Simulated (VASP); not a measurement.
# GaN (F-43m) in VASP: a series of runs

Runs on GaN. Level: r2SCAN. Tasks: single point, relaxation of cell and atoms.

Program: VASP 6.6.1. These are calculated values, not measurements. Logs are shortened: lines on timing, memory, paths and dates and some standing lists are left out, and cuts for length are marked.

## (1) The cell of the first run

Symmetry: F-43m, No. 216, cubic system. Conventional cell: a = 4.498 Å, b = 4.498 Å, c = 4.498 Å, α = 90.00°, β = 90.00°, γ = 90.00°. Ga (site symmetry -43m) has 4 N at 1.95 Å within 2.6 Å. N (site symmetry -43m) has 4 Ga at 1.95 Å within 2.6 Å.

## (2) Single point, r2SCAN

File POSCAR:

```
GaN
1.0
    0.0000000000      2.2489458437      2.2489458437
    2.2489458437      0.0000000000      2.2489458437
    2.2489458437      2.2489458437      0.0000000000
Ga N
1 1
Direct
    0.0000000000      0.0000000000      0.0000000000
    0.2500000000      0.2500000000      0.2500000000
```

File INCAR.step1:

```
  PREC = Accurate
  ENCUT = 520
  ISMEAR = -1
  SIGMA = 0.05
  LREAL = False
  LASPH = True
  NELM = 60
  NBANDS = 16
  GGA = PE
  ALGO = Normal
  EDIFF = 1E-4
  LWAVE = True
  LCHARG = False
```

File INCAR.step2:

```
  PREC = Accurate
  ENCUT = 520
  EDIFF = 1E-7
  ISMEAR = -1
  SIGMA = 0.05
  LREAL = False
  LASPH = True
  NELM = 60
  ALGO = Normal
  ISIF = 2
  LWAVE = False
  LCHARG = False
  METAGGA = R2SCAN
  LMIXTAU = True
  NBANDS = 16
  ISTART = 1
```

File KPOINTS:

```
Automatic mesh
0
Gamma
  16 16 16
```

Potentials or basis: VASP PAW PBE potentials, release 64 (Ga_d, N).

Launch:

```console
> cat potpaw_PBE.64/Ga_d/POTCAR potpaw_PBE.64/N/POTCAR > POTCAR
> cp INCAR.step1 INCAR
> mpirun -np 1 vasp_std > vasp.out
> cp INCAR.step2 INCAR
> mpirun -np 1 vasp_std > vasp.out
```

OUTCAR:

```text
PREC = Accurate
   ENCUT = 520
   EDIFF = 1E-7
   ISMEAR = -1
   LREAL = False
   LASPH = True
   NELM = 60
   ISIF = 2
   METAGGA = R2SCAN
   ISTART = 1

 ion  position               nearest neighbor table
   1  0.000  0.000  0.000-   2 1.95   2 1.95   2 1.95   2 1.95
   2  0.250  0.250  0.250-   1 1.95   1 1.95   1 1.95   1 1.95

  LATTYP: Found a face centered cubic cell.
 ALAT       =     4.4978916874

  Lattice vectors:

 A1 = (   0.0000000000,   2.2489458437,   2.2489458437)
 A2 = (   2.2489458437,   0.0000000000,   2.2489458437)
 A3 = (   2.2489458437,   2.2489458437,   0.0000000000)

Analysis of symmetry for initial positions (statically):
=====================================================================
 Subroutine PRICEL returns:
 Original cell was already a primitive cell.

 Routine SETGRP: Setting up the symmetry group for a
 face centered cubic supercell.

 Subroutine GETGRP returns: Found 24 space group operations
 (whereof 24 operations were pure point group operations)
 out of a pool of 48 trial point group operations.

The static configuration has the point symmetry T_d .

Analysis of symmetry for dynamics (positions and initial velocities):
=====================================================================
 Subroutine PRICEL returns:
 Original cell was already a primitive cell.

 Routine SETGRP: Setting up the symmetry group for a
 face centered cubic supercell.

 Subroutine GETGRP returns: Found 24 space group operations
 (whereof 24 operations were pure point group operations)
 out of a pool of 48 trial point group operations.

The dynamic configuration has the point symmetry T_d .

 Subroutine INISYM returns: Found 24 space group operations
 (whereof 24 operations are pure point group operations),
 and found     1 'primitive' translations

----------------------------------------------------------------------------------------

                                     Primitive cell

  volume of cell :      22.7492

  direct lattice vectors                    reciprocal lattice vectors
     0.000000000  2.248945844  2.248945844    -0.222326385  0.222326385  0.222326385
     2.248945844  0.000000000  2.248945844     0.222326385 -0.222326385  0.222326385
     2.248945844  2.248945844  0.000000000     0.222326385  0.222326385 -0.222326385

  length of vectors
     3.180489713  3.180489713  3.180489713     0.385080595  0.385080595  0.385080595

  position of ions in fractional coordinates (direct lattice)
     0.000000000  0.000000000  0.000000000
     0.250000000  0.250000000  0.250000000

  ion indices of the primitive-cell ions
   primitive index   ion index
                 1           1
                 2           2

----------------------------------------------------------------------------------------

 KPOINTS: Automatic mesh

Automatic generation of k-mesh.
 Grid dimensions read from file:
 generate k-points for:   16   16   16

 Generating k-lattice:

  Cartesian coordinates                     Fractional coordinates (reciprocal lattice)
    -0.013895399  0.013895399  0.013895399     0.062500000  0.000000000  0.000000000
     0.013895399 -0.013895399  0.013895399     0.000000000  0.062500000  0.000000000
     0.013895399  0.013895399 -0.013895399     0.000000000  0.000000000  0.062500000

  Length of vectors
     0.024067537  0.024067537  0.024067537

  Shift w.r.t. Gamma in fractional coordinates (k-lattice)
     0.000000000  0.000000000  0.000000000

 Subroutine IBZKPT returns following result:
 ===========================================

 Found    145 irreducible k-points:

 Following reciprocal coordinates:
            Coordinates               Weight
  0.000000  0.000000  0.000000      1.000000
  0.062500  0.000000  0.000000      8.000000
  0.125000  0.000000  0.000000      8.000000
  0.187500  0.000000  0.000000      8.000000
  0.250000  0.000000  0.000000      8.000000
  0.312500  0.000000  0.000000      8.000000
[... 16 lines left out ...]
 -0.125000  0.062500  0.000000     24.000000
 -0.062500  0.062500  0.000000     12.000000
 [... further k-points ...]
   k-points           NKPTS =    145   k-points in BZ     NKDIM =    145   number of bands    NBANDS=     16
   number of dos      NEDOS =    301   number of ions     NIONS =      2
   total plane-waves  NPLWV =  13824
   dimension x,y,z NGX =    24 NGY =   24 NGZ =   24
   dimension x,y,z NGXF=    48 NGYF=   48 NGZF=   48
   ions per type =               1   1
   NGX,Y,Z   is equivalent  to a cutoff of  12.54, 12.54, 12.54 a.u.
   NGXF,Y,Z  is equivalent  to a cutoff of  25.09, 25.09, 25.09 a.u.
 SYSTEM =  unknown system
   PREC   = accura    normal or accurate (medium, high low for compatibility)
   ISTART =      1    job   : 0-new  1-cont  2-samecut
   ICHARG =      0    charge: 1-file 2-atom 10-const
   ISPIN  =      1    spin polarized calculation?
   LNONCOLLINEAR =      F non collinear calculations
   LSORBIT =      F    spin-orbit coupling
   LASPH  =      T    aspherical Exc in radial PAW
   ENCUT  =  520.0 eV  38.22 Ry    6.18 a.u.   5.91  5.91  5.91*2*pi/ulx,y,z
   NELM   =     60;   NELMIN=  2; NELMDL=  0     # of ELM steps
   EDIFF  = 0.1E-06   stopping-criterion for ELM
   LREAL  =      F    real-space projection
   EDIFFG = 0.1E-05   stopping-criterion for IOM
   NSW    =      0    number of steps for IOM
   IBRION =     -1    ionic relax: 0-MD 1-quasi-New 2-CG
   NFREE  =      0    steps in history (QN), initial steepest desc. (CG)
   ISIF   =      2    stress and relaxation
   ISYM   =      2    0-nonsym 1-usesym 2-fastsym
   POTIM  = 0.5000    time-step for ionic-motion
   TEBEG  =    0.0;   TEEND  =   0.0 temperature during run
   PSTRESS=    0.0 pullay stress
   NELECT =      18.0000    total number of electrons
   NUPDOWN=      -1.0000    fix difference up-down
   EMIN   =  10.00;   EMAX   =-10.00  energy-range for DOS
   EFERMI =   0.00;   METHOD = LEGACY
   ISMEAR =    -1;   SIGMA  =   0.05  broadening in eV -4-tet -1-fermi 0-gaus
   EFERMI_NEDOS =   21; number of points for ismear=-14 and -15
   IALGO  =     38    algorithm
   IMIX   =      4    mixing-type and parameters
     AMIX     =   0.40;   BMIX     =  1.00
     AMIX_MAG =   1.60;   BMIX_MAG =  1.00
  volume/ion in A,a.u.               =      11.37        76.76
  Fermi-wavevector in a.u.,A,eV,Ry     =   1.514177  2.861380 31.194516  2.292732
  Thomas-Fermi vector in A             =   2.623869
   LORBIT       =      0    0 simple, 1 ext, 2 COOP (PROOUT), +10 PAW based schemes
   METAGGA = R2SCAN    functional components
   LHFCALC =     F    Hartree Fock is set to
   AEXX    =    0.0000 exact exchange contribution
   IVDW    =     0    specifies the selected vdW correction
   LEPSILON=     F    determine dielectric tensor
   LRPA    =     F    only Hartree local field effects (RPA)
 non-spin polarized calculation
  energy-cutoff  :      520.00
  volume of cell :       22.75
 maximum number of plane-waves:       622
   NGX = 11   NGY = 11   NGZ = 11

 number of electron      18.0000009 magnetization

 Free energy of the ion-electron system (eV)
  ---------------------------------------------------
  ext. energy  EPLUGINS =         0.00000000
  ---------------------------------------------------
  free energy    TOTEN  =       -21.89642166 eV

  energy without entropy =      -21.89642166  energy(sigma->0) =      -21.89642166

 E-fermi :   6.0057     XC(G=0): -12.6706

 val. band max:        5.0824651846   @ k =   0.0000   0.0000   0.0000
 cond. band min:       7.2423076211   @ k =   0.0000   0.0000   0.0000
 fundamental gap:      2.1598424364
 Fermi energy:         6.0056864557

 k-point     1 :       0.0000    0.0000    0.0000
  band No.  band energies     occupation
      1     -11.7005      2.00000
      2      -8.7527      2.00000
      3      -8.7527      2.00000
      4      -8.7526      2.00000
      5      -8.3954      2.00000
      6      -8.3954      2.00000
[... 8 lines left out ...]
     15      24.8571      0.00000
     16      24.8572      0.00000

 k-point     2 :       0.0625    0.0000    0.0000
  band No.  band energies     occupation
      1     -11.6559      2.00000
      2      -8.7468      2.00000
      3      -8.7468      2.00000
      4      -8.7378      2.00000
      5      -8.3960      2.00000
      6      -8.3960      2.00000
[... 8 lines left out ...]
     15      24.0018      0.00000
     16      24.0018      0.00000

 k-point     3 :       0.1250    0.0000    0.0000
  band No.  band energies     occupation
      1     -11.5291      2.00000
      2      -8.7308      2.00000
      3      -8.7308      2.00000
      4      -8.6869      2.00000
      5      -8.3970      2.00000
      6      -8.3970      2.00000
[... 8 lines left out ...]
     15      23.1262      0.00000
     16      23.2509      0.00000

 k-point     4 :       0.1875    0.0000    0.0000
  band No.  band energies     occupation
      1     -11.3430      2.00000
      2      -8.7088      2.00000
      3      -8.7088      2.00000
      4      -8.5814      2.00000
      5      -8.3961      2.00000
      6      -8.3961      2.00000
[... 8 lines left out ...]
     15      22.6729      0.00000
     16      22.6729      0.00000

 k-point     5 :       0.2500    0.0000    0.0000
  band No.  band energies     occupation
      1     -11.1343      2.00000
      2      -8.6868      2.00000
      3      -8.6868      2.00000
      4      -8.3949      2.00000
      5      -8.3907      2.00000
      6      -8.3907      2.00000
[... 8 lines left out ...]
     15      22.7567      0.00000
     16      22.7567      0.00000

 k-point     6 :       0.3125    0.0000    0.0000
  band No.  band energies     occupation
      1     -10.9453      2.00000
      2      -8.6699      2.00000
      3      -8.6699      2.00000
      4      -8.3798      2.00000
      5      -8.3798      2.00000
      6      -8.1100      2.00000
[... 8 lines left out ...]
     15      23.3597      0.00000
     16      23.3597      0.00000

 k-point     7 :       0.3750    0.0000    0.0000
  band No.  band energies     occupation
      1     -10.8063      2.00000
      2      -8.6598      2.00000
      3      -8.6598      2.00000
      4      -8.3658      2.00000
      5      -8.3657      2.00000
      6      -7.7497      2.00000
[... 8 lines left out ...]
     15      24.3213      0.00000
     16      24.3214      0.00000

 k-point     8 :       0.4375    0.0000    0.0000
  band No.  band energies     occupation
      1     -10.7261      2.00000
      2      -8.6553      2.00000
      3      -8.6553      2.00000
      4      -8.3540      2.00000
      5      -8.3540      2.00000
      6      -7.4130      2.00000
[... 8 lines left out ...]
     15      25.3591      0.00000
     16      25.3591      0.00000

 k-point     9 :       0.5000    0.0000    0.0000
  band No.  band energies     occupation
      1     -10.7005      2.00000
      2      -8.6541      2.00000
      3      -8.6541      2.00000
      4      -8.3494      2.00000
      5      -8.3494      2.00000
      6      -7.2673      2.00000
[... 8 lines left out ...]
     15      25.8890      0.00000
     16      25.8891      0.00000
[... 172 lines left out ...]
 k-point    19 :      -0.3750    0.0625    0.0000
  band No.  band energies     occupation
      1     -10.7586      2.00000
      2      -8.6543      2.00000
      3      -8.6516      2.00000
      4      -8.3716      2.00000
      5      -8.3616      2.00000
      6      -7.5953      2.00000
[... 8 lines left out ...]
     15      23.9564      0.00000
     16      25.3115      0.00000

 k-point    20 :      -0.3125    0.0625    0.0000
  band No.  band energies     occupation
      1     -10.8741      2.00000
      2      -8.6614      2.00000
      3      -8.6603      2.00000
      4      -8.3883      2.00000
      5      -8.3742      2.00000
      6      -7.9603      2.00000
[... 8 lines left out ...]
     15      22.8232      0.00000
     16      24.6047      0.00000

 k-point    21 :      -0.2500    0.0625    0.0000
  band No.  band energies     occupation
      1     -11.0433      2.00000
      2      -8.6781      2.00000
      3      -8.6726      2.00000
      4      -8.4009      2.00000
      5      -8.3972      2.00000
      6      -8.2670      2.00000
[... 8 lines left out ...]
     15      22.1024      0.00000
     16      24.0976      0.00000

 k-point    22 :      -0.1875    0.0625    0.0000
  band No.  band energies     occupation
      1     -11.2441      2.00000
      2      -8.7003      2.00000
      3      -8.6914      2.00000
      4      -8.5189      2.00000
      5      -8.4061      2.00000
      6      -8.3765      2.00000
[... 8 lines left out ...]
     15      22.2164      0.00000
     16      24.1147      0.00000

 k-point    23 :      -0.1250    0.0625    0.0000
  band No.  band energies     occupation
      1     -11.4374      2.00000
      2      -8.7229      2.00000
      3      -8.7132      2.00000
      4      -8.6457      2.00000
      5      -8.4050      2.00000
      6      -8.3883      2.00000
[... 8 lines left out ...]
     15      22.5000      0.00000
     16      24.5407      0.00000

 k-point    24 :      -0.0625    0.0625    0.0000
  band No.  band energies     occupation
      1     -11.5838      2.00000
      2      -8.7399      2.00000
      3      -8.7330      2.00000
      4      -8.7132      2.00000
      5      -8.4007      2.00000
      6      -8.3927      2.00000
[... 8 lines left out ...]
     15      23.1147      0.00000
     16      24.6374      0.00000

 [... further k-points ...]
[... 5 lines left out ...]
  --------------------------------------------------------------------------------------
  -------------------------------------------------------------------------------------
  Total        0.1571173      0.1571173      0.1571173     -0.0000000      0.0000000     -0.0000000
  in kB       11.0654124     11.0654124     11.0654124     -0.0000000      0.0000000     -0.0000000
  external PRESSURE =      11.0654124 kB  Pullay stress =       0.0000000 kB

 VOLUME and BASIS-vectors are now :
 -----------------------------------------------------------------------------
  energy-cutoff  :      520.00
  volume of cell :       22.75
      direct lattice vectors                 reciprocal lattice vectors
     0.000000000  2.248945844  2.248945844    -0.222326385  0.222326385  0.222326385
     2.248945844  0.000000000  2.248945844     0.222326385 -0.222326385  0.222326385
     2.248945844  2.248945844  0.000000000     0.222326385  0.222326385 -0.222326385

 POSITION                                       TOTAL-FORCE (eV/Angst)
 -----------------------------------------------------------------------------------
      0.00000      0.00000      0.00000         0.000000      0.000000      0.000000
      1.12447      1.12447      1.12447        -0.000000     -0.000000     -0.000000
 -----------------------------------------------------------------------------------
    total drift:                                0.000008      0.000008      0.000008

  FREE ENERGIE OF THE ION-ELECTRON SYSTEM (eV)
  ---------------------------------------------------
  free  energy   TOTEN  =       -21.8964216589 eV

  energy  without entropy=      -21.8964216589  energy(sigma->0) =      -21.89642166
```

Wall time 98 s (1 thread of Intel Xeon Platinum 8488C (Sapphire Rapids), shared host); peak memory 0.18 GiB.

Results:

```yaml
Free_energy: -21.8964 eV
Pressure: 1.1 GPa
Band_gap_on_the_k_mesh: 2.16 eV, direct
```

Caveat: the PAW data sets were made with another functional, which shifts forces and pressure a little. r2SCAN opens gaps a little over a GGA but as a rule still falls short of measured ones.

## (3) Relaxation of cell and atoms, r2SCAN

This run uses another cell than the first one, of 11.44 Å³/atom, 1.006 times its volume.

File POSCAR:

```
GaN
1.0
    0.0000000000      2.2535006075      2.2535006075
    2.2535006075      0.0000000000      2.2535006075
    2.2535006075      2.2535006075      0.0000000000
Ga N
1 1
Direct
    0.0000000000      0.0000000000      0.0000000000
    0.2500000000      0.2500000000      0.2500000000
```

File INCAR.step1:

```
SYSTEM = GaN
  PREC = Accurate
  ENCUT = 600
  ISMEAR = -1
  SIGMA = 0.05
  LREAL = .False.
  LASPH = .True.
  NELM = 100
  GGA = PE
  ALGO = Normal
  EDIFF = 1E-4
  LWAVE = .True.
  LCHARG = .False.
```

File INCAR.step2:

```
SYSTEM = GaN
  PREC = Accurate
  ENCUT = 600
  EDIFF = 1E-6
  ISMEAR = -1
  SIGMA = 0.05
  LREAL = .False.
  LASPH = .True.
  NELM = 100
  ALGO = Normal
  ISIF = 3
  LWAVE = .False.
  LCHARG = .False.
  METAGGA = R2SCAN
  LMIXTAU = .True.
  IBRION = 2
  NSW = 100
  EDIFFG = -0.002
  ISTART = 1
```

File KPOINTS:

```
regular mesh
0
Gamma
  16 16 16
  0 0 0
```

Potentials or basis: VASP PAW PBE potentials, release 64 (Ga_d, N).

Launch:

```console
> cat potpaw_PBE.64/Ga_d/POTCAR potpaw_PBE.64/N/POTCAR > POTCAR
> cp INCAR.step1 INCAR
> mpirun -np 1 vasp_std > vasp.out
> cp INCAR.step2 INCAR
> mpirun -np 1 vasp_std > vasp.out
```

It took 2.3 min on 1 thread of Intel Xeon Platinum 8488C (Sapphire Rapids), shared host; peak memory 0.21 GiB.

Results (log left out):

```yaml
Free_energy: -21.8982 eV
Pressure_after_relaxing: 0.0 GPa
Band_gap_on_the_k_mesh: 2.12 eV, direct
```

Final structure:
```
Ga N
1.0
     0.00000    2.25350    2.25350
     2.25350    0.00000    2.25350
     2.25350    2.25350    0.00000
Ga N
1 1
Direct
  0.00000 0.00000 0.00000
  0.25000 0.25000 0.25000
```

Levels at points of the mesh, in eV from the valence-band top:
| k point | band 7 | band 8 | band 9 | band 10 | band 11 | band 12 |
| --- | --- | --- | --- | --- | --- | --- |
| (0.00, 0.00, 0.00) | 0.00 | 0.00 | 0.00 | 2.12 | 11.00 | 11.00 |
| (0.50, 0.00, 0.00) | -7.15 | -1.00 | -1.00 | 5.16 | 9.44 | 11.00 |
| (0.50, 0.50, 0.00) | -6.22 | -2.78 | -2.78 | 3.77 | 7.24 | 12.58 |

Caveat: the relaxation stopped at its first step, so nothing moved; the PAW data sets were made with another functional, which shifts forces and pressure a little. A k mesh can miss the band edges.
